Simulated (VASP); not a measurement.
SnO2 (Cassiterite): single point with PBE

Crystal: SnO2 (Cassiterite).

```
Sn O
1.0
     4.82740    0.00000    0.00000
     0.00000    4.82740    0.00000
     0.00000    0.00000    3.23821
Sn O
2 4
Cartesian
  0.0000 0.0000 0.0000
  2.4137 2.4137 1.6191
  1.4799 1.4799 0.0000
  0.9338 3.8936 1.6191
  3.3475 3.3475 0.0000
  3.8936 0.9338 1.6191
```

```yaml
Program: VASP 6.6.1
Task: single point
Functional: PBE
Potentials_or_basis: VASP PAW PBE potentials, release 64 (Sn_d, O)
Cutoff: 600 eV
k_mesh: 6 × 6 × 8
Occupations: gaussian, width 0.01 eV
Spin: no spin polarisation
Dipole_correction: no
Further_INCAR_settings: ALGO = Normal; EDIFF = 1e-06; NBANDS = 35
```

```json
{
 "Pressure": "0.4 GPa",
 "Largest force": "0.015 eV/Å",
 "Band gap on the k mesh": "0.67 eV, direct"
}
```

Forces on the atoms (eV/Å):
```
Sn   0.000  0.000  0.000
Sn   0.000  0.000  0.000
O   -0.011 -0.011  0.000
O    0.011 -0.011  0.000
O    0.011  0.011  0.000
O   -0.011  0.011  0.000
```

Stress tensor (GPa, compression positive):
```
0.34 0.00 0.00
0.00 0.34 0.00
0.00 0.00 0.61
```

Levels at points of the mesh, in eV from the valence-band top:
| k point | band 23 | band 24 | band 25 | band 26 | band 27 | band 28 | band 29 | band 30 |
| --- | --- | --- | --- | --- | --- | --- | --- | --- |
| (0.00, 0.00, 0.00) | -1.26 | -0.74 | -0.74 | 0.00 | 0.67 | 5.69 | 6.06 | 6.06 |
| (0.50, 0.00, 0.00) | -1.21 | -1.21 | -0.61 | -0.61 | 3.88 | 3.88 | 6.81 | 6.81 |
| (0.50, 0.50, 0.00) | -1.33 | -1.33 | -0.85 | -0.85 | 4.27 | 4.27 | 7.15 | 7.15 |
| (0.00, 0.00, 0.50) | -1.53 | -1.53 | -1.18 | -1.18 | 5.59 | 5.59 | 9.36 | 9.36 |
| (0.50, 0.00, 0.50) | -1.02 | -1.02 | -0.75 | -0.75 | 5.85 | 5.85 | 7.61 | 7.61 |
| (0.50, 0.50, 0.50) | -0.92 | -0.92 | -0.78 | -0.78 | 4.35 | 4.35 | 8.61 | 8.61 |

Run time: 66 s on 1 thread of Intel(R) Xeon(R) Platinum 8559C (Emerald Rapids) (shared host), peak memory 0.27 GiB.

Caveat: spin-orbit coupling is left out, which moves the levels of the heavy elements. Expect the measured gap to be larger: semilocal functionals such as PBE lack the derivative discontinuity.
